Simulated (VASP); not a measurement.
# Ge3N (R-3m) in VASP: a series of runs, part 2 of 4

VASP 6.6.1.

**3. Single point, PBE**

This run uses another cell than the first one, of 18.20 Å³/atom.

File INCAR:

```
SYSTEM = Ge3N
ALGO = Normal
EDIFF = 1E-6
ENCUT = 520
GGA = PE
ISIF = 2
ISMEAR = 0
LASPH = .True.
LCHARG = .True.
LELF = .True.
LREAL = .False.
LVHAR = .True.
LWAVE = .False.
NBANDS = 32
NELM = 80
PREC = Accurate
SIGMA = 0.1
```

File KPOINTS:

```
k-points
0
Gamma
  6 6 6
  0 0 0
```

File POSCAR:

```
Ge3N
1.0
    2.7116064100      1.5655466900      2.8585964700
   -2.7116064100      1.5655466900      2.8585964700
    0.0000000000     -3.1310933800      2.8585964700
Ge N
3 1
Direct
    0.5000000000      0.5000000000      0.0000000000
    0.0000000000      0.5000000000      0.5000000000
    0.5000000000      0.0000000000      0.5000000000
    0.5000000000      0.5000000000      0.5000000000
```

Potentials or basis: VASP PAW PBE potentials, release 64 (Ge_d, N).

The run is started by

```bash
$ cat potpaw_PBE.64/Ge_d/POTCAR potpaw_PBE.64/N/POTCAR > POTCAR
$ mpirun -np 1 vasp_std > vasp.out
```

OUTCAR:

```text
SYSTEM = Ge3N
   EDIFF = 1E-6
   ENCUT = 520
   GGA = PE
   ISIF = 2
   ISMEAR = 0
   LASPH = .True.
   LREAL = .False.
   NELM = 80
   PREC = Accurate

 ion  position               nearest neighbor table
   1  0.500  0.500  0.000-   4 2.12   4 2.12   3 2.71   2 2.71   3 2.71   2 2.71
   2  0.000  0.500  0.500-   4 2.12   4 2.12   1 2.71   1 2.71   3 2.71   3 2.71
   3  0.500  0.000  0.500-   4 2.12   4 2.12   1 2.71   1 2.71   2 2.71   2 2.71
   4  0.500  0.500  0.500-   1 2.12   1 2.12   3 2.12   2 2.12   3 2.12   2 2.12

  LATTYP: Found a trigonal (rhomboedric) cell.
 ALAT       =     4.2397310693
 COS(alpha) =     0.1818994587

  Lattice vectors:

 A1 = (   2.7116064100,   1.5655466900,   2.8585964700)
 A2 = (  -2.7116064100,   1.5655466900,   2.8585964700)
 A3 = (   0.0000000000,  -3.1310933800,   2.8585964700)

Analysis of symmetry for initial positions (statically):
=====================================================================
 Subroutine PRICEL returns:
 Original cell was already a primitive cell.

 Routine SETGRP: Setting up the symmetry group for a
 trigonal (rhombohedral) supercell.

 Subroutine GETGRP returns: Found 12 space group operations
 (whereof 12 operations were pure point group operations)
 out of a pool of 12 trial point group operations.

The static configuration has the point symmetry D_3d.

Analysis of symmetry for dynamics (positions and initial velocities):
=====================================================================
 Subroutine PRICEL returns:
 Original cell was already a primitive cell.

 Routine SETGRP: Setting up the symmetry group for a
 trigonal (rhombohedral) supercell.

 Subroutine GETGRP returns: Found 12 space group operations
 (whereof 12 operations were pure point group operations)
 out of a pool of 12 trial point group operations.

The dynamic configuration has the point symmetry D_3d.

 Subroutine INISYM returns: Found 12 space group operations
 (whereof 12 operations are pure point group operations),
 and found     1 'primitive' translations

----------------------------------------------------------------------------------------

                                     Primitive cell

  volume of cell :      72.8110

  direct lattice vectors                    reciprocal lattice vectors
     2.711606410  1.565546690  2.858596470     0.184392542  0.106459084  0.116607341
    -2.711606410  1.565546690  2.858596470    -0.184392542  0.106459084  0.116607341
     0.000000000 -3.131093380  2.858596470     0.000000000 -0.212918168  0.116607341

  length of vectors
     4.239731069  4.239731069  4.239731068     0.242757942  0.242757942  0.242757942

  position of ions in fractional coordinates (direct lattice)
     0.500000000  0.500000000  0.000000000
     1.000000000  0.500000000  0.500000000
     0.500000000  1.000000000  0.500000000
     0.500000000  0.500000000  0.500000000

  ion indices of the primitive-cell ions
   primitive index   ion index
                 1           1
                 2           2
                 3           3
                 4           4

----------------------------------------------------------------------------------------

 KPOINTS: k-points

Automatic generation of k-mesh.
 Grid dimensions read from file:
 generate k-points for:    6    6    6

 Generating k-lattice:

  Cartesian coordinates                     Fractional coordinates (reciprocal lattice)
     0.030732090  0.017743181  0.019434557     0.166666667 -0.000000000  0.000000000
    -0.030732090  0.017743181  0.019434557    -0.000000000  0.166666667  0.000000000
     0.000000000 -0.035486361  0.019434557     0.000000000  0.000000000  0.166666667

  Length of vectors
     0.040459657  0.040459657  0.040459657

  Shift w.r.t. Gamma in fractional coordinates (k-lattice)
     0.000000000  0.000000000  0.000000000

 Subroutine IBZKPT returns following result:
 ===========================================

 Found     32 irreducible k-points:

 Following reciprocal coordinates:
            Coordinates               Weight
  0.000000  0.000000  0.000000      1.000000
  0.166667 -0.000000 -0.000000      6.000000
  0.333333 -0.000000 -0.000000      6.000000
  0.500000  0.000000 -0.000000      3.000000
  0.166667  0.166667  0.000000      6.000000
  0.333333  0.166667 -0.000000     12.000000
[... 16 lines left out ...]
  0.500000  0.500000  0.166667      6.000000
 -0.333333  0.500000  0.166667     12.000000
 [... further k-points ...]
   k-points           NKPTS =     32   k-points in BZ     NKDIM =     32   number of bands    NBANDS=     32
   number of dos      NEDOS =    301   number of ions     NIONS =      4
   total plane-waves  NPLWV =  32768
   dimension x,y,z NGX =    32 NGY =   32 NGZ =   32
   dimension x,y,z NGXF=    64 NGYF=   64 NGZF=   64
   ions per type =               3   1
   NGX,Y,Z   is equivalent  to a cutoff of  12.55, 12.55, 12.55 a.u.
   NGXF,Y,Z  is equivalent  to a cutoff of  25.10, 25.10, 25.10 a.u.
 SYSTEM =  Ge3N
   PREC   = accura    normal or accurate (medium, high low for compatibility)
   ISTART =      0    job   : 0-new  1-cont  2-samecut
   ICHARG =      2    charge: 1-file 2-atom 10-const
   ISPIN  =      1    spin polarized calculation?
   LNONCOLLINEAR =      F non collinear calculations
   LSORBIT =      F    spin-orbit coupling
   LASPH  =      T    aspherical Exc in radial PAW
   ENCUT  =  520.0 eV  38.22 Ry    6.18 a.u.   7.88  7.88  7.88*2*pi/ulx,y,z
   NELM   =     80;   NELMIN=  2; NELMDL= -5     # of ELM steps
   EDIFF  = 0.1E-05   stopping-criterion for ELM
   LREAL  =      F    real-space projection
   EDIFFG = 0.1E-04   stopping-criterion for IOM
   NSW    =      0    number of steps for IOM
   IBRION =     -1    ionic relax: 0-MD 1-quasi-New 2-CG
   NFREE  =      0    steps in history (QN), initial steepest desc. (CG)
   ISIF   =      2    stress and relaxation
   ISYM   =      2    0-nonsym 1-usesym 2-fastsym
   POTIM  = 0.5000    time-step for ionic-motion
   TEBEG  =    0.0;   TEEND  =   0.0 temperature during run
   PSTRESS=    0.0 pullay stress
   NELECT =      47.0000    total number of electrons
   NUPDOWN=      -1.0000    fix difference up-down
   EMIN   =  10.00;   EMAX   =-10.00  energy-range for DOS
   EFERMI =   0.00;   METHOD = LEGACY
   ISMEAR =     0;   SIGMA  =   0.10  broadening in eV -4-tet -1-fermi 0-gaus
   EFERMI_NEDOS =   21; number of points for ismear=-14 and -15
   IALGO  =     38    algorithm
   IMIX   =      4    mixing-type and parameters
     AMIX     =   0.40;   BMIX     =  1.00
     AMIX_MAG =   1.60;   BMIX_MAG =  1.00
  volume/ion in A,a.u.               =      18.20       122.84
  Fermi-wavevector in a.u.,A,eV,Ry     =   1.414844  2.673667 27.235914  2.001783
  Thomas-Fermi vector in A             =   2.536344
   LORBIT       =      0    0 simple, 1 ext, 2 COOP (PROOUT), +10 PAW based schemes
   GGA     = PE    functional components
   LHFCALC =     F    Hartree Fock is set to
   AEXX    =    0.0000 exact exchange contribution
   IVDW    =     0    specifies the selected vdW correction
   LEPSILON=     F    determine dielectric tensor
   LRPA    =     F    only Hartree local field effects (RPA)
 non-spin polarized calculation
 Gauss-broadening in eV      SIGMA  =   0.10
  energy-cutoff  :      520.00
  volume of cell :       72.81
 maximum number of plane-waves:      1996
   NGX = 15   NGY = 15   NGZ = 15

 number of electron      47.0000057 magnetization

 Free energy of the ion-electron system (eV)
  ---------------------------------------------------
  ext. energy  EPLUGINS =         0.00000000
  ---------------------------------------------------
  free energy    TOTEN  =       -17.66007833 eV

  energy without entropy =      -17.64395660  energy(sigma->0) =      -17.65201746

 E-fermi :   5.2892     XC(G=0): -10.4055

 val. band max:        5.2787212464   @ k =  -0.1667   0.1667   0.0000
 cond. band min:       5.3299830398   @ k =   0.3333   0.1667  -0.0000
 fundamental gap:      0.0512617934
 Fermi energy:         5.2891838670

 k-point     1 :       0.0000    0.0000    0.0000
  band No.  band energies     occupation
      1     -19.7851      2.00000
      2     -19.6827      2.00000
      3     -19.6693      2.00000
      4     -19.6693      2.00000
      5     -19.5670      2.00000
      6     -19.5670      2.00000
[... 24 lines left out ...]
     31      11.8797      0.00000
     32      14.9212      0.00000
[... 774 lines left out ...]
      2     -19.6324      2.00000
      3     -19.6175      2.00000
      4     -19.5862      2.00000
      5     -19.5739      2.00000
      6     -19.5734      2.00000
[... 24 lines left out ...]
     31      12.7332      0.00000
     32      12.8063      0.00000

 [... further k-points ...]
[... 5 lines left out ...]
  --------------------------------------------------------------------------------------
  -------------------------------------------------------------------------------------
  Total        2.7569886      2.7569886      6.6745943     -0.0000000     -0.0000000      0.0000000
  in kB       60.6664768     60.6664768    146.8718864     -0.0000000     -0.0000000      0.0000000
  external PRESSURE =      89.4016133 kB  Pullay stress =       0.0000000 kB

 VOLUME and BASIS-vectors are now :
 -----------------------------------------------------------------------------
  energy-cutoff  :      520.00
  volume of cell :       72.81
      direct lattice vectors                 reciprocal lattice vectors
     2.711606410  1.565546690  2.858596470     0.184392542  0.106459084  0.116607341
    -2.711606410  1.565546690  2.858596470    -0.184392542  0.106459084  0.116607341
     0.000000000 -3.131093380  2.858596470     0.000000000 -0.212918168  0.116607341

 POSITION                                       TOTAL-FORCE (eV/Angst)
 -----------------------------------------------------------------------------------
      0.00000      1.56555      2.85860         0.000000     -0.000000      0.000000
     -1.35580     -0.78277      2.85860        -0.000000     -0.000000      0.000000
      1.35580     -0.78277      2.85860         0.000000      0.000000     -0.000000
      0.00000      0.00000      4.28789         0.000000      0.000000     -0.000000
 -----------------------------------------------------------------------------------
    total drift:                                0.000000      0.000000     -0.000000

  FREE ENERGIE OF THE ION-ELECTRON SYSTEM (eV)
  ---------------------------------------------------
  free  energy   TOTEN  =       -17.6600783298 eV

  energy  without entropy=      -17.6439565972  energy(sigma->0) =      -17.65201746
```

Wall time 26 s (1 thread of Intel Xeon 6975P-C (Granite Rapids), shared host); peak memory 0.2 GiB.

What came out:

```yaml
Free_energy: -17.6601 eV
Pressure: 8.9 GPa
Band_gap_on_the_k_mesh: zero (an odd number of electrons rules out a gap without spin polarisation)
```

Caveat: the cell stands under pressure.

[end of part 2 of 4]
